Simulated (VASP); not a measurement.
# Li2S (Fm-3m) in VASP: further runs

Aim: see how the results for Li2S move with the level of theory and the settings. Levels: r2SCAN0, HSE06. Tasks: single point.

All numbers are computed with VASP 6.6.1; they aren't measurements. Logs are shortened: lines on timing, memory, paths and dates and some standing lists are left out, and cuts for length are marked.

### 1 The cell of the first run

The structure is cubic, space group Fm-3m (No. 225). The conventional cell has a = 5.691 Å, b = 5.691 Å, c = 5.691 Å, α = 90.00°, β = 90.00°, γ = 90.00°. Within 3.3 Å of Li (site symmetry -43m) lie 4 S at 2.46 Å and 6 Li at 2.85 Å. Within 3.3 Å of S (site symmetry m-3m) lie 8 Li at 2.46 Å.

### 2 Single point, r2SCAN0

POSCAR reads:

```
Li2S
1.0
    0.0000000000      2.8452944194      2.8452944194
    2.8452944194      0.0000000000      2.8452944194
    2.8452944194      2.8452944194      0.0000000000
Li S
2 1
Direct
    0.2500000000      0.2500000000      0.2500000000
    0.7500000000      0.7500000000      0.7500000000
    0.0000000000      0.0000000000      0.0000000000
```

INCAR.step1 reads:

```
SYSTEM = Li2S
ALGO     = Normal         ! electronic algorithm
EDIFF    = 1E-5           ! SCF threshold, eV
ENCUT    = 720            ! plane-wave cutoff, eV
GGA      = PE             ! functional
GGA_COMPAT= .FALSE.      
ISIF     = 2              ! what is computed and relaxed
ISMEAR   = 0              ! smearing method
LASPH    = .TRUE.         ! aspherical terms in the spheres
LCHARG   = .FALSE.        ! write CHGCAR
LREAL    = .FALSE.        ! projectors in reciprocal space
LWAVE    = .TRUE.         ! write WAVECAR
NBANDS   = 13             ! bands
NELM     = 120            ! most SCF steps
PREC     = Accurate       ! precision mode
SIGMA    = 0.01           ! smearing width, eV
```

INCAR.step2 reads:

```
SYSTEM = Li2S
AEXX     = 0.25           ! exact-exchange fraction
ALGO     = Normal         ! electronic algorithm
EDIFF    = 1E-6           ! SCF threshold, eV
ENCUT    = 720            ! plane-wave cutoff, eV
GGA_COMPAT= .FALSE.      
ISIF     = 2              ! what is computed and relaxed
ISMEAR   = 0              ! smearing method
ISTART   = 1            
LASPH    = .TRUE.         ! aspherical terms in the spheres
LCHARG   = .FALSE.        ! write CHGCAR
LHFCALC  = .TRUE.         ! exact exchange
LMIXTAU  = .TRUE.       
LREAL    = .FALSE.        ! projectors in reciprocal space
LWAVE    = .FALSE.        ! write WAVECAR
METAGGA  = R2SCAN         ! meta-GGA
NBANDS   = 13             ! bands
NELM     = 120            ! most SCF steps
PREC     = Accurate       ! precision mode
PRECFOCK = Normal       
SIGMA    = 0.01           ! smearing width, eV
```

KPOINTS reads:

```
k-points
0
G
  6 6 6
  0 0 0
```

Potentials or basis: VASP PAW PBE potentials, release 64 (Li_sv, S).

On the command line:

```console
cat potpaw_PBE.64/Li_sv/POTCAR potpaw_PBE.64/S/POTCAR > POTCAR
cp INCAR.step1 INCAR
mpirun -np 1 vasp_std > vasp.out
cp INCAR.step2 INCAR
mpirun -np 1 vasp_std > vasp.out
```

OUTCAR:

```text
SYSTEM = Li2S
   AEXX = 0.25
   EDIFF = 1E-6
   ENCUT = 720
   ISIF = 2
   ISMEAR = 0
   ISTART = 1
   LASPH = .TRUE.
   LHFCALC = .TRUE.
   LREAL = .FALSE.
   METAGGA = R2SCAN
   NELM = 120
   PREC = Accurate
   PRECFOCK = Normal

 ion  position               nearest neighbor table
   1  0.250  0.250  0.250-   3 2.46   3 2.46   3 2.46   3 2.46
   2  0.750  0.750  0.750-   3 2.46   3 2.46   3 2.46   3 2.46
   3  0.000  0.000  0.000-   2 2.46   2 2.46   2 2.46   1 2.46   2 2.46   1 2.46   1 2.46   1 2.46

  LATTYP: Found a face centered cubic cell.
 ALAT       =     5.6905888388

  Lattice vectors:

 A1 = (   0.0000000000,   2.8452944194,   2.8452944194)
 A2 = (   2.8452944194,   0.0000000000,   2.8452944194)
 A3 = (   2.8452944194,   2.8452944194,   0.0000000000)

Analysis of symmetry for initial positions (statically):
=====================================================================
 Subroutine PRICEL returns:
 Original cell was already a primitive cell.

 Routine SETGRP: Setting up the symmetry group for a
 face centered cubic supercell.

 Subroutine GETGRP returns: Found 48 space group operations
 (whereof 48 operations were pure point group operations)
 out of a pool of 48 trial point group operations.

The static configuration has the point symmetry O_h .

Analysis of symmetry for dynamics (positions and initial velocities):
=====================================================================
 Subroutine PRICEL returns:
 Original cell was already a primitive cell.

 Routine SETGRP: Setting up the symmetry group for a
 face centered cubic supercell.

 Subroutine GETGRP returns: Found 48 space group operations
 (whereof 48 operations were pure point group operations)
 out of a pool of 48 trial point group operations.

The dynamic configuration has the point symmetry O_h .

 Subroutine INISYM returns: Found 48 space group operations
 (whereof 48 operations are pure point group operations),
 and found     1 'primitive' translations

----------------------------------------------------------------------------------------

                                     Primitive cell

  volume of cell :      46.0693

  direct lattice vectors                    reciprocal lattice vectors
[... 95 lines left out ...]
   ISMEAR =     0;   SIGMA  =   0.01  broadening in eV -4-tet -1-fermi 0-gaus
   EFERMI_NEDOS =   21; number of points for ismear=-14 and -15
   IALGO  =     38    algorithm
   IMIX   =      1    mixing-type and parameters
     AMIX     =   0.40;   BMIX     =  1.00
     AMIX_MAG =   1.60;   BMIX_MAG =  1.00
  volume/ion in A,a.u.               =      15.36       103.63
  Fermi-wavevector in a.u.,A,eV,Ry     =   1.045518  1.975742 14.872626  1.093107
  Thomas-Fermi vector in A             =   2.180317
   LORBIT       =      0    0 simple, 1 ext, 2 COOP (PROOUT), +10 PAW based schemes
   METAGGA = R2SCAN    functional components
   LHFCALC =     T    Hartree Fock is set to
   PRECFOCK=normal    Normal, Fast or Accurate (Low or Medium for compatibility)
   ENCUT4O =  -1.0   cutoff for four orbital integrals eV
   NKREDX  =     1    reduce k-point grid by
   NKREDY  =     1    reduce k-point grid by
   NKREDZ  =     1    reduce k-point grid by
   AEXX    =    0.2500 exact exchange contribution
   HFSCREEN=    0.0000 screening length (either q_TF or 0.3 A-1)
   HFSCREENC=   0.0000 screening length for correlation (either q_TF or 0.3 A-1)
   ENCUTFOCK=  -1.0 apply spherical cutoff to Coloumb kernel
   IVDW    =     0    specifies the selected vdW correction
   LEPSILON=     F    determine dielectric tensor
   LRPA    =     F    only Hartree local field effects (RPA)
 non-spin polarized calculation
 Gauss-broadening in eV      SIGMA  =   0.01
  energy-cutoff  :      720.00
  volume of cell :       46.07
 maximum number of plane-waves:      2085
  NGX = 28; NGY = 28; NGZ = 28

 number of electron      11.9999998 magnetization

 Free energy of the ion-electron system (eV)
  ---------------------------------------------------
  ext. energy  EPLUGINS =         0.00000000
  ---------------------------------------------------
  free energy    TOTEN  =       -18.38365021 eV

  energy without entropy =      -18.38365021  energy(sigma->0) =      -18.38365021

 E-fermi :   0.4243     XC(G=0):  -6.9898

 val. band max:        0.2372652184   @ k =   0.0000   0.0000   0.0000
 cond. band min:       5.5443524582   @ k =   0.5000   0.5000   0.0000
 fundamental gap:      5.3070872399
 Fermi energy:         0.4242739463

 k-point     1 :       0.0000    0.0000    0.0000
  band No.  band energies     occupation
      1     -48.0275      2.00000
      2     -47.9846      2.00000
      3     -12.2750      2.00000
      4       0.2373      2.00000
      5       0.2373      2.00000
      6       0.2373      2.00000
      7       6.7185      0.00000
      8       8.8223      0.00000
      9       8.8223      0.00000
     10       8.8223      0.00000
     11      13.8723      0.00000
     12      13.8723      0.00000
     13      15.3671      0.00000
[... 226 lines left out ...]
  band No.  band energies     occupation
      1     -48.0082      2.00000
      2     -48.0008      2.00000
      3     -11.6131      2.00000
      4      -2.0024      2.00000
      5      -1.5907      2.00000
      6      -1.5733      2.00000
      7       6.9143      0.00000
      8      10.6609      0.00000
      9      11.1122      0.00000
     10      13.0096      0.00000
     11      14.6257      0.00000
     12      15.6338      0.00000
     13      15.7382      0.00000

------------------------ aborting loop because EDIFF is reached ----------------------------------------

  FORCE on cell =-STRESS in cart. coord.  units (eV):
  Direction    XX          YY          ZZ          XY          YZ          ZX
  --------------------------------------------------------------------------------------
  -------------------------------------------------------------------------------------
  Total       -0.1685781     -0.1685781     -0.1685781      0.0000000      0.0000000      0.0000000
  in kB       -5.8627341     -5.8627341     -5.8627341      0.0000000      0.0000000      0.0000000
  external PRESSURE =      -5.8627341 kB  Pullay stress =       0.0000000 kB

 VOLUME and BASIS-vectors are now :
 -----------------------------------------------------------------------------
  energy-cutoff  :      720.00
  volume of cell :       46.07
      direct lattice vectors                 reciprocal lattice vectors
     0.000000000  2.845294419  2.845294419    -0.175728739  0.175728739  0.175728739
     2.845294419  0.000000000  2.845294419     0.175728739 -0.175728739  0.175728739
     2.845294419  2.845294419  0.000000000     0.175728739  0.175728739 -0.175728739

 POSITION                                       TOTAL-FORCE (eV/Angst)
 -----------------------------------------------------------------------------------
      1.42265      1.42265      1.42265        -0.000000      0.000000     -0.000000
      4.26794      4.26794      4.26794         0.000000     -0.000000      0.000000
      0.00000      0.00000      0.00000        -0.000000      0.000000     -0.000000
 -----------------------------------------------------------------------------------
    total drift:                                0.000000      0.000000      0.000000

  FREE ENERGIE OF THE ION-ELECTRON SYSTEM (eV)
  ---------------------------------------------------
  free  energy   TOTEN  =       -18.3836502055 eV

  energy  without entropy=      -18.3836502055  energy(sigma->0) =      -18.38365021
```

OSZICAR.step1:

```text
N       E                     dE             d eps       ncg     rms          rms(c)
DAV:   1     0.570809284922E+02    0.57081E+02   -0.63673E+03   416   0.114E+03
DAV:   2    -0.419528103584E+01   -0.61276E+02   -0.57646E+02   496   0.232E+02
DAV:   3    -0.121072643550E+02   -0.79120E+01   -0.78648E+01   827   0.529E+01
DAV:   4    -0.122911208378E+02   -0.18386E+00   -0.18380E+00   530   0.114E+01
DAV:   5    -0.122972964057E+02   -0.61756E-02   -0.61754E-02   682   0.150E+00    0.388E+00
DAV:   6    -0.119997718691E+02    0.29752E+00   -0.50463E-01   515   0.284E+00    0.291E+00
DAV:   7    -0.119839065880E+02    0.15865E-01   -0.13311E-01   572   0.164E+00    0.179E+00
DAV:   8    -0.119949245249E+02   -0.11018E-01   -0.27123E-02   524   0.917E-01    0.723E-01
DAV:   9    -0.119944865879E+02    0.43794E-03   -0.92788E-04   576   0.183E-01    0.472E-01
DAV:  10    -0.119946823854E+02   -0.19580E-03   -0.14987E-03   456   0.189E-01    0.261E-01
DAV:  11    -0.119946596797E+02    0.22706E-04   -0.88334E-05   593   0.615E-02    0.102E-01
DAV:  12    -0.119946621658E+02   -0.24861E-05   -0.22997E-06   384   0.120E-02
   1 F= -.11994662E+02 E0= -.11994662E+02  d E =-.151170E-54
```

Run time: 75 min. Hardware: 1 thread of Intel Xeon Platinum 8259CL at 2.50GHz (Skylake/Cascade Lake), shared host; peak memory 0.25 GiB.

What came out:

| Quantity | Value |
| --- | --- |
| Free energy | -18.3837 eV |
| Pressure | -0.6 GPa |
| Band gap on the k mesh | 5.31 eV (least direct gap 6.48 eV) |

Caveat: the PAW data sets were made with another functional, which shifts forces and pressure a little.

### 3 Single point, HSE06

This run uses another cell than the first one, of 15.21 Å³/atom.

POSCAR reads:

```
Li2S
1.0
    0.0000000000      2.8363004917      2.8363004917
    2.8363004917      0.0000000000      2.8363004917
    2.8363004917      2.8363004917      0.0000000000
Li S
2 1
Direct
    0.2500000000      0.2500000000      0.2500000000
    0.7500000000      0.7500000000      0.7500000000
    0.0000000000      0.0000000000      0.0000000000
```

INCAR.step1 reads:

```
SYSTEM = Li2S
ALGO = Normal
EDIFF = 1E-5
ENCUT = 650
GGA = PE
GGA_COMPAT = .FALSE.
ISIF = 2
ISMEAR = -1
LASPH = .TRUE.
LCHARG = .FALSE.
LREAL = .FALSE.
LWAVE = .TRUE.
NBANDS = 13
NELM = 120
PREC = Accurate
SIGMA = 0.02
```

INCAR.step2 reads:

```
SYSTEM = Li2S
ALGO = Normal
EDIFF = 1E-6
ENCUT = 650
GGA = PE
GGA_COMPAT = .FALSE.
HFSCREEN = 0.2079
ISIF = 2
ISMEAR = -1
ISTART = 1
LASPH = .TRUE.
LCHARG = .FALSE.
LHFCALC = .TRUE.
LREAL = .FALSE.
LWAVE = .FALSE.
NBANDS = 13
NELM = 120
PREC = Accurate
PRECFOCK = Normal
SIGMA = 0.02
```

KPOINTS is that of step 2.

Potentials or basis: VASP PAW PBE potentials, release 64 (Li_sv, S).

On the command line:

```console
cat potpaw_PBE.64/Li_sv/POTCAR potpaw_PBE.64/S/POTCAR > POTCAR
cp INCAR.step1 INCAR
mpirun -np 1 vasp_std > vasp.out
cp INCAR.step2 INCAR
mpirun -np 1 vasp_std > vasp.out
```

Wall time 22 min (1 thread of Intel Xeon Platinum 8488C (Sapphire Rapids), shared host); peak memory 0.32 GiB.

The run converged. Its results:

| Item | Value |
| --- | --- |
| Free energy | -13.5177 eV |
| Pressure | -0.2 GPa |
| Band gap on the k mesh | 4.32 eV (least direct gap 5.40 eV) |

Levels at points of the mesh, in eV from the valence-band top:
```
           k point  band 3  band 4  band 5  band 6  band 7  band 8  band 9  band 10
(0.00, 0.00, 0.00)  -12.22    0.00    0.00    0.00    5.40    7.40    7.40     7.40
(0.50, 0.00, 0.00)  -11.71   -3.19   -0.56   -0.56    7.33    7.72    7.72     9.70
(0.50, 0.50, 0.00)  -11.56   -2.43   -1.56   -1.56    4.32    8.28   12.63    12.63
```

Caveat: the PAW data sets were made with another functional, which shifts forces and pressure a little. A k mesh can miss the band edges.
